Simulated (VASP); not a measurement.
# LiTi12 (a cell with a defect) in VASP: single point with PBE

Aim: the single point of LiTi12 (a cell with a defect) with PBE.

All numbers are computed with VASP 6.6.1; they aren't measurements. Logs are shortened: lines on timing, memory, paths and dates and some standing lists are left out, and cuts for length are marked.

### Step 1. The cell of the first run

The cell holds a defect, 13 atoms: a = 5.900 Å, b = 8.850 Å, c = 4.685 Å, α = 90.00°, β = 90.00°, γ = 120.00°.

### Step 2. Single point, PBE

INCAR reads:

```
ALGO = Normal
EDIFF = 1E-6
ENCUT = 520
GGA = PE
ISIF = 2
ISMEAR = 0
KPAR = 4
LASPH = T
LCHARG = F
LREAL = F
LWAVE = F
NBANDS = 86
NELM = 60
PREC = Accurate
SIGMA = 0.05
```

KPOINTS reads:

```
k-points
0
Gamma
  4 3 5
```

POSCAR reads:

```
LiTi12
1.0
    5.9000000000      0.0000000000      0.0000000000
   -4.4250000000      7.6643250000      0.0000000000
    0.0000000000      0.0000000000      4.6846000000
Ti Li
12 1
Direct
   -0.0072588468     -0.0113609483      0.0169658028
    0.1283744611      0.1746529538      0.5276128165
   -0.0232618195      0.3234524893     -0.0553481621
    0.1464850143      0.5814765162      0.5546021005
   -0.0021580106      0.6656819746      0.0580952483
    0.1779102785      0.8959379985      0.5275410921
    0.5105726038      0.0051386130     -0.0254527601
    0.6741770409      0.2322593314      0.4422638005
    0.5073059537      0.3203207067     -0.0570170345
    0.7238114513      0.5869560594      0.5585569739
    0.5038697280      0.6837858520     -0.0220200231
    0.6596751906      0.8846313276      0.4854516928
    0.3324049148      0.4383663271      0.3380162661
```

Potentials or basis: VASP PAW PBE potentials, release 64 (Ti_sv, Li_sv).

Command:

```console
$ cat potpaw_PBE.64/Ti_sv/POTCAR potpaw_PBE.64/Li_sv/POTCAR > POTCAR
$ mpirun -np 4 vasp_std > vasp.out
```

OUTCAR:

```text
EDIFF = 1E-6
   ENCUT = 520
   GGA = PE
   ISIF = 2
   ISMEAR = 0
   LASPH = T
   LREAL = F
   NELM = 60
   PREC = Accurate

 ion  position               nearest neighbor table
   1  0.993  0.989  0.017-   2 2.70  12 2.78   2 2.78  11 2.80   6 2.83   5 2.88   6 2.91
   2  0.128  0.175  0.528-  13 2.21   6 2.62  12 2.68   1 2.70   3 2.74   9 2.75   1 2.78
   3  0.977  0.323  0.945-  13 2.59   4 2.70   2 2.74   9 2.76   7 2.79   8 2.80   8 2.82
   4  0.146  0.581  0.555-  13 2.29  10 2.52   3 2.70   6 2.70  11 2.70   5 2.72   5 2.75  12 2.89

   5  0.998  0.666  0.058-   4 2.72  10 2.73  10 2.73   4 2.75   6 2.82   1 2.88
   6  0.178  0.896  0.528-   2 2.62   7 2.70   4 2.70  10 2.71   5 2.82   1 2.83  12 2.90   1 2.91

   7  0.511  0.005  0.975-   6 2.70   3 2.79   8 2.80   9 2.80  11 2.82  12 2.85
   8  0.674  0.232  0.442-   9 2.80   3 2.80   7 2.80   9 2.80   3 2.82
   9  0.507  0.320  0.943-  13 2.58  10 2.73   2 2.75   3 2.76   8 2.80   8 2.80   7 2.80
  10  0.724  0.587  0.559-  13 2.26   4 2.52   6 2.71  11 2.72   9 2.73   5 2.73   5 2.73  12 2.86

  11  0.504  0.684  0.978-  13 2.53   4 2.70  10 2.72  12 2.77   1 2.80   7 2.82  12 2.83
  12  0.660  0.885  0.485-   2 2.68  11 2.77   1 2.78  11 2.83   7 2.85  10 2.86   4 2.89   6 2.90

  13  0.332  0.438  0.338-   2 2.21  10 2.26   4 2.29  11 2.53   9 2.58   3 2.59

  LATTYP: Found a simple monoclinic cell.
 ALAT       =     5.9000000000
 B/A-ratio  =     0.7940000000
 C/A-ratio  =     1.3228756849
 COS(beta)  =    -0.1889822323

  Lattice vectors:

 A1 = (   5.9000000000,   0.0000000000,   0.0000000000)
 A2 = (   0.0000000000,   0.0000000000,   4.6846000000)
 A3 = (  -1.4750000000,  -7.6643250000,   0.0000000000)

Analysis of symmetry for initial positions (statically):
=====================================================================
 Subroutine PRICEL returns:
 Original cell was already a primitive cell.

 Routine SETGRP: Setting up the symmetry group for a
 simple monoclinic supercell.

 Subroutine GETGRP returns: Found  1 space group operations
 (whereof  1 operations were pure point group operations)
 out of a pool of  4 trial point group operations.

The static configuration has the point symmetry C_1 .

Analysis of symmetry for dynamics (positions and initial velocities):
=====================================================================
 Subroutine PRICEL returns:
 Original cell was already a primitive cell.

 Routine SETGRP: Setting up the symmetry group for a
 simple monoclinic supercell.

 Subroutine GETGRP returns: Found  1 space group operations
 (whereof  1 operations were pure point group operations)
 out of a pool of  4 trial point group operations.

The dynamic configuration has the point symmetry C_1 .

 Subroutine INISYM returns: Found  1 space group operations
 (whereof  1 operations are pure point group operations),
 and found     1 'primitive' translations

----------------------------------------------------------------------------------------

                                     Primitive cell

  volume of cell :     211.8354

  direct lattice vectors                    reciprocal lattice vectors
     5.900000000  0.000000000  0.000000000     0.169491525  0.097855976  0.000000000
    -4.425000000  7.664325000  0.000000000     0.000000000  0.130474634  0.000000000
     0.000000000  0.000000000  4.684600000     0.000000000  0.000000000  0.213465397

  length of vectors
     5.900000000  8.850000153  4.684600000     0.195711955  0.130474634  0.213465397

  position of ions in fractional coordinates (direct lattice)
     0.992741153  0.988639052  0.016965803
     0.128374461  0.174652954  0.527612817
     0.976738180  0.323452489  0.944651838
     0.146485014  0.581476516  0.554602100
     0.997841989  0.665681975  0.058095248
     0.177910279  0.895937999  0.527541092
     0.510572604  0.005138613  0.974547240
     0.674177041  0.232259331  0.442263801
     0.507305954  0.320320707  0.942982966
     0.723811451  0.586956059  0.558556974
     0.503869728  0.683785852  0.977979977
     0.659675191  0.884631328  0.485451693
     0.332404915  0.438366327  0.338016266

  ion indices of the primitive-cell ions
   primitive index   ion index
                 1           1
                 2           2
                 3           3
                 4           4
                 5           5
                 6           6
                 7           7
                 8           8
                 9           9
                10          10
                11          11
                12          12
                13          13

----------------------------------------------------------------------------------------

 KPOINTS: k-points

Automatic generation of k-mesh.
 Grid dimensions read from file:
 generate k-points for:    4    3    5

 Generating k-lattice:

  Cartesian coordinates                     Fractional coordinates (reciprocal lattice)
     0.042372881  0.024463994  0.000000000     0.250000000  0.000000000  0.000000000
     0.000000000  0.043491545  0.000000000     0.000000000  0.333333333  0.000000000
     0.000000000  0.000000000  0.042693079     0.000000000  0.000000000  0.200000000

  Length of vectors
     0.048927989  0.043491545  0.042693079

  Shift w.r.t. Gamma in fractional coordinates (k-lattice)
     0.000000000  0.000000000  0.000000000

 Subroutine IBZKPT returns following result:
 ===========================================

 Found     31 irreducible k-points:

 Following reciprocal coordinates:
            Coordinates               Weight
  0.000000  0.000000  0.000000      1.000000
  0.250000  0.000000  0.000000      2.000000
  0.500000  0.000000  0.000000      1.000000
  0.000000  0.333333  0.000000      2.000000
  0.250000  0.333333  0.000000      2.000000
  0.500000  0.333333  0.000000      2.000000
[... 16 lines left out ...]
  0.500000  0.000000  0.400000      2.000000
  0.000000  0.333333  0.400000      2.000000
 [... further k-points ...]
   k-points           NKPTS =     31   k-points in BZ     NKDIM =     31   number of bands    NBANDS=     86
   number of dos      NEDOS =    301   number of ions     NIONS =     13
   total plane-waves  NPLWV = 120960
   dimension x,y,z NGX =    48 NGY =   70 NGZ =   36
   dimension x,y,z NGXF=    96 NGYF=  140 NGZF=   72
   ions per type =              12   1
   NGX,Y,Z   is equivalent  to a cutoff of  13.53, 13.15, 12.78 a.u.
   NGXF,Y,Z  is equivalent  to a cutoff of  27.05, 26.30, 25.55 a.u.
 SYSTEM =  unknown system
   PREC   = accura    normal or accurate (medium, high low for compatibility)
   ISTART =      0    job   : 0-new  1-cont  2-samecut
   ICHARG =      2    charge: 1-file 2-atom 10-const
   ISPIN  =      1    spin polarized calculation?
   LNONCOLLINEAR =      F non collinear calculations
   LSORBIT =      F    spin-orbit coupling
   LASPH  =      T    aspherical Exc in radial PAW
   ENCUT  =  520.0 eV  38.22 Ry    6.18 a.u.  10.97 16.46  8.71*2*pi/ulx,y,z
   NELM   =     60;   NELMIN=  2; NELMDL= -5     # of ELM steps
   EDIFF  = 0.1E-05   stopping-criterion for ELM
   LREAL  =      F    real-space projection
   EDIFFG = 0.1E-04   stopping-criterion for IOM
   NSW    =      0    number of steps for IOM
   IBRION =     -1    ionic relax: 0-MD 1-quasi-New 2-CG
   NFREE  =      0    steps in history (QN), initial steepest desc. (CG)
   ISIF   =      2    stress and relaxation
   ISYM   =      2    0-nonsym 1-usesym 2-fastsym
   POTIM  = 0.5000    time-step for ionic-motion
   TEBEG  =    0.0;   TEEND  =   0.0 temperature during run
   PSTRESS=    0.0 pullay stress
   NELECT =     147.0000    total number of electrons
   NUPDOWN=      -1.0000    fix difference up-down
   EMIN   =  10.00;   EMAX   =-10.00  energy-range for DOS
   EFERMI =   0.00;   METHOD = LEGACY
   ISMEAR =     0;   SIGMA  =   0.05  broadening in eV -4-tet -1-fermi 0-gaus
   EFERMI_NEDOS =   21; number of points for ismear=-14 and -15
   IALGO  =     38    algorithm
   IMIX   =      4    mixing-type and parameters
     AMIX     =   0.40;   BMIX     =  1.00
     AMIX_MAG =   1.60;   BMIX_MAG =  1.00
  volume/ion in A,a.u.               =      16.30       109.96
  Fermi-wavevector in a.u.,A,eV,Ry     =   1.449376  2.738924 28.581642  2.100691
  Thomas-Fermi vector in A             =   2.567110
   LORBIT       =      0    0 simple, 1 ext, 2 COOP (PROOUT), +10 PAW based schemes
   GGA     = PE    functional components
   LHFCALC =     F    Hartree Fock is set to
   AEXX    =    0.0000 exact exchange contribution
   IVDW    =     0    specifies the selected vdW correction
   LEPSILON=     F    determine dielectric tensor
   LRPA    =     F    only Hartree local field effects (RPA)
 non-spin polarized calculation
 Gauss-broadening in eV      SIGMA  =   0.05
  energy-cutoff  :      520.00
  volume of cell :      211.84
 maximum number of plane-waves:      5724
 NGX is ok and might be reduce to    48
   NGX = 21   NGY = 33   NGZ = 17

 number of electron     147.0000001 magnetization

 Free energy of the ion-electron system (eV)
  ---------------------------------------------------
  ext. energy  EPLUGINS =         0.00000000
  ---------------------------------------------------
  free energy    TOTEN  =       -93.40134921 eV

  energy without entropy =      -93.37979737  energy(sigma->0) =      -93.39057329

 E-fermi :   8.2753     XC(G=0): -11.5109

 val. band max:        8.2724967485   @ k =   0.0000   0.3333   0.4000
 cond. band min:       8.2798156632   @ k =  -0.2500   0.0000   0.2000
 fundamental gap:      0.0073189147
 Fermi energy:         8.2752857879

 k-point     1 :       0.0000    0.0000    0.0000
  band No.  band energies     occupation
      1     -48.4723      2.00000
      2     -48.3990      2.00000
      3     -48.3461      2.00000
      4     -48.3390      2.00000
      5     -48.3163      2.00000
      6     -48.2976      2.00000
[... 2101 lines left out ...]
     84       9.2945      0.00000
     85       9.4307      0.00000

 [... further k-points ...]

 [bands above 85 left out]

------------------------ aborting loop because EDIFF is reached ----------------------------------------

  FORCE on cell =-STRESS in cart. coord.  units (eV):
  Direction    XX          YY          ZZ          XY          YZ          ZX
  --------------------------------------------------------------------------------------
  -------------------------------------------------------------------------------------
  Total        4.9245553      7.2249329      9.4836179      0.1501763      0.5574171      0.1419261
  in kB       37.2459594     54.6444381     71.7275825      1.1358303      4.2159206      1.0734316
  external PRESSURE =      54.5393267 kB  Pullay stress =       0.0000000 kB

 VOLUME and BASIS-vectors are now :
 -----------------------------------------------------------------------------
  energy-cutoff  :      520.00
  volume of cell :      211.84
      direct lattice vectors                 reciprocal lattice vectors
     5.900000000  0.000000000  0.000000000     0.169491525  0.097855976  0.000000000
    -4.425000000  7.664325000  0.000000000     0.000000000  0.130474634  0.000000000
     0.000000000  0.000000000  4.684600000     0.000000000  0.000000000  0.213465397

 POSITION                                       TOTAL-FORCE (eV/Angst)
 -----------------------------------------------------------------------------------
      1.48245      7.57725      0.07948         0.006549      0.011520      0.010855
     -0.01543      1.33860      2.47166        -0.001206     -0.010929      0.013489
      4.33148      2.47905      4.42532        -0.014614     -0.013670     -0.020504
     -1.70877      4.45663      2.59809         0.008136      0.007205      0.030572
      2.94162      5.10200      0.27215        -0.008881     -0.010917      0.020326
     -2.91486      6.86676      2.47132        -0.002373     -0.018157      0.017491
      2.98964      0.03938      4.56536        -0.001315     -0.001732     -0.002787
      2.94990      1.78011      2.07183        -0.001602     -0.000620     -0.010711
      1.57569      2.45504      4.41750         0.013828     -0.011013     -0.025291
      1.67321      4.49862      2.61662        -0.003326      0.007363      0.031018
     -0.05292      5.24076      4.58144        -0.001263      0.029211     -0.002466
     -0.02241      6.78010      2.27415         0.004054      0.011479      0.002637
      0.02142      3.35978      1.58347         0.002012      0.000260     -0.064629
 -----------------------------------------------------------------------------------
    total drift:                               -0.000079      0.000685      0.000474

  FREE ENERGIE OF THE ION-ELECTRON SYSTEM (eV)
  ---------------------------------------------------
  free  energy   TOTEN  =       -93.4013492143 eV

  energy  without entropy=      -93.3797973733  energy(sigma->0) =      -93.39057329
```

Wall time 4.6 min (4 MPI ranks of AMD EPYC 7R13 (Zen 3), shared host); peak memory 0.57 GiB.

Results:

- Free energy: -93.4013 eV
- Largest force: 0.065 eV/Å
- Band gap on the k mesh: zero (an odd number of electrons rules out a gap without spin polarisation)

Forces on the atoms (eV/Å):
```
Ti   0.007  0.012  0.011
Ti  -0.001 -0.011  0.013
Ti  -0.015 -0.014 -0.021
Ti   0.008  0.007  0.031
Ti  -0.009 -0.011  0.020
Ti  -0.002 -0.018  0.017
Ti  -0.001 -0.002 -0.003
Ti  -0.002 -0.001 -0.011
Ti   0.014 -0.011 -0.025
Ti  -0.003  0.007  0.031
Ti  -0.001  0.029 -0.002
Ti   0.004  0.011  0.003
Li   0.002  0.000 -0.065
```

Levels at points of the mesh, in eV from the Fermi level:
```csv
k point,band 71,band 72,band 73,band 74,band 75,band 76,band 77,band 78
"(0.00, 0.00, 0.00)",-0.28,-0.21,0.24,0.28,0.33,0.37,0.52,0.67
"(0.50, 0.00, 0.00)",-0.57,-0.39,-0.18,-0.02,0.04,0.18,0.27,0.57
```

Caveat: the cutoff is under 1.25 times the usual one of these potentials, so pressure, stress and relaxed cells hold a basis-set (Pulay) error.
